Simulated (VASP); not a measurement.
A run of VASP 6.6.1 is set up as follows.

File INCAR:

```
PREC     = Accurate       # precision mode
ENCUT    = 500            # plane-wave cutoff, eV
EDIFF    = 1E-6           # SCF threshold, eV
ISMEAR   = -1             # smearing method
SIGMA    = 0.05           # smearing width, eV
LREAL    = F              # projectors in reciprocal space
LASPH    = T              # aspherical terms in the spheres
NELM     = 200            # most SCF steps
ALGO     = Normal         # electronic algorithm
ISIF     = 2              # what is computed and relaxed
LWAVE    = F              # write WAVECAR
LCHARG   = F              # write CHGCAR
ISPIN    = 2              # spin polarisation
MAGMOM   = 2              # initial moments
LORBIT   = 11             # projections on sites
LMAXMIX  = 4              # l up to which the mixer works
GGA      = PE             # functional
NBANDS   = 16             # bands
GGA_COMPAT= F
```

File KPOINTS:

```
Automatic mesh
0
Gamma
  11 12 12
```

POSCAR

```
V
1.0
   -0.1245450000      2.0439480000      1.8425580000
    1.8725750000     -0.0160130000      1.7366040000
    1.8417690000      1.9068480000      0.0117420000
V
1
Direct
   -0.0139010000     -0.0168250000      0.0182070000
```

Potentials or basis: VASP PAW PBE potentials, release 64 (V_sv).

The run is started by

```bash
$ cat potpaw_PBE.64/V_sv/POTCAR > POTCAR
$ mpirun -np 1 vasp_std > vasp.out
```

Estimate the net moment.

0.00 μB per cell.

Predict the pressure.

3.6 GPa.

Stress tensor (GPa, compression positive):
```
 7.04  2.45  1.27
 2.45 11.26 -2.13
 1.27 -2.13 -7.40
```

Caveat: the cell differs from its parent crystal (the cell strained at random); the cell stands under pressure.
